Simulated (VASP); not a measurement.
Input of a VASP 6.6.1 run:

Contents of POSCAR:

```
Ta
1.0
    2.9003720000      0.0000000000      0.0000000000
   -1.4501860000      2.5117960000      0.0000000000
    0.0000000000      0.0000000000     19.7494110000
Ta
4
Direct
    0.6666666667      0.3333333333      0.4346021762
    0.3333333333      0.6666666667      0.3038065287
    0.6666666667      0.3333333333      0.6961934713
    0.3333333333      0.6666666667      0.5653978238
```

INCAR.step1

```
PREC = Accurate
ENCUT = 520
ISMEAR = -1
SIGMA = 0.15
LREAL = F
LASPH = T
NELM = 80
LDIPOL = T
IDIPOL = 3
DIPOL = 0.5 0.5 0.500
NBANDS = 30
EFIELD = -0.1
GGA = PE
ALGO = Normal
EDIFF = 1E-4
LWAVE = T
LCHARG = F
```

INCAR.step2

```
PREC = Accurate
ENCUT = 520
EDIFF = 1E-7
ISMEAR = -1
SIGMA = 0.15
LREAL = F
LASPH = T
NELM = 80
ALGO = Normal
ISIF = 2
LWAVE = F
LCHARG = F
LDIPOL = T
IDIPOL = 3
DIPOL = 0.5 0.5 0.500
METAGGA = R2SCAN
LMIXTAU = T
NBANDS = 30
EFIELD = -0.1
ISTART = 1
```

The input KPOINTS:

```
Automatic mesh
0
Gamma
  7 7 1
```

Potentials or basis: VASP PAW PBE potentials, release 64 (Ta_pv).

Command:

```sh
$ cat potpaw_PBE.64/Ta_pv/POTCAR > POTCAR
$ cp INCAR.step1 INCAR
$ mpirun -np 1 vasp_std > vasp.out
$ cp INCAR.step2 INCAR
$ mpirun -np 1 vasp_std > vasp.out
```

What does it give for the band gap on the k mesh?

Zero (band 22 reaches 1.29 eV, above the bottom of band 23 at 0.36 eV).

Predict the largest force.

0.533 eV/Å.

Forces in eV/Å, atoms in the order of the input:
```
Ta   0.000  0.000 -0.328
Ta   0.000  0.000  0.527
Ta   0.000  0.000 -0.533
Ta   0.000  0.000  0.333
```

Caveat: the PAW data sets were made with another functional, which shifts forces and pressure a little; spin-orbit coupling is left out, which moves the levels of the heavy elements.
